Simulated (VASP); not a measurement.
Input of a VASP 6.6.1 run:

INCAR

```
PREC = Accurate ; ENCUT = 520
EDIFF = 1E-7 ; ISMEAR = -1
SIGMA = 0.04 ; LREAL = False
LASPH = True ; NELM = 80
ALGO = Normal ; ISIF = 2
LWAVE = False ; LCHARG = False
GGA = PE ; NBANDS = 12
```

KPOINTS

```
regular mesh
0
Gamma
  5 5 5
```

The input POSCAR:

```
SiF
1.0
    3.0286000000      0.0000000000      0.0000000000
    0.0000000000      3.0286000000      0.0000000000
    0.0000000000      0.0000000000      3.0286000000
Si F
1 1
Direct
    0.5000000000      0.5000000000      0.5000000000
    0.0000000000      0.0000000000      0.0000000000
```

Potentials or basis: VASP PAW PBE potentials, release 64 (Si, F).

The run is started by

```sh
$ cat potpaw_PBE.64/Si/POTCAR potpaw_PBE.64/F/POTCAR > POTCAR
$ mpirun -np 1 vasp_std > vasp.out
```

(1) Estimate the band gap on the k mesh.

(2) Estimate the pressure.

Answers

(1) zero (an odd number of electrons rules out a gap without spin polarisation).

(2) -0.5 GPa.

Caveat: the k points lie up to 0.41 Å⁻¹ apart, too coarse for converged energies and pressures of a metal; an odd number of electrons without spin polarisation forces a metal; a magnetic or distorted state may lie lower.
